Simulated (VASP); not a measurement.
Write the native input for VASP 6.6.1 that does the following.

* Task: single point
* Functional: LDA
* Potentials or basis: VASP PAW LDA potentials, release 64 (Al)
* Cutoff: 520 eV
* k mesh: 18 × 18 × 10
* Occupations: gaussian, width 0.15 eV
* Spin: no spin polarisation
* Dipole correction: no
* Further INCAR settings: ALGO = Normal; EDIFF = 1e-07; NBANDS = 10

The structure of Al lies in POSCAR:

```
Al
1.0
    2.8655000000      0.0000000000      0.0000000000
   -1.4327500000      2.4815957946      0.0000000000
    0.0000000000      0.0000000000      4.5691000000
Al
2
Direct
    0.6666666667      0.3333333333      0.7500000000
    0.3333333333      0.6666666667      0.2500000000
```

This isn't the form of Al at room conditions, which is fcc.

The input as run:

INCAR

```
SYSTEM = Al
  PREC = Accurate
  ENCUT = 520
  EDIFF = 1E-7
  ISMEAR = 0
  SIGMA = 0.15
  LREAL = .False.
  LASPH = .True.
  NELM = 80
  ALGO = Normal
  ISIF = 2
  LWAVE = .False.
  LCHARG = .False.
  NBANDS = 10
```

KPOINTS

```
Automatic mesh
0
Gamma
  18 18 10
  0 0 0
```

Potentials or basis: VASP PAW LDA potentials, release 64 (Al).

Run with:

```console
$ cat potpaw_LDA.64/Al/POTCAR > POTCAR
$ mpirun -np 1 vasp_std > vasp.out
```

It gave:

```json
{
 "Pressure": "-1.4 GPa",
 "Band gap on the k mesh": "zero (bands 3 and 4 overlap by 7.80 eV)"
}
```

Wall time 68 s on 1 thread of AMD EPYC 7R13, on a shared host, peak memory 0.14 GiB.
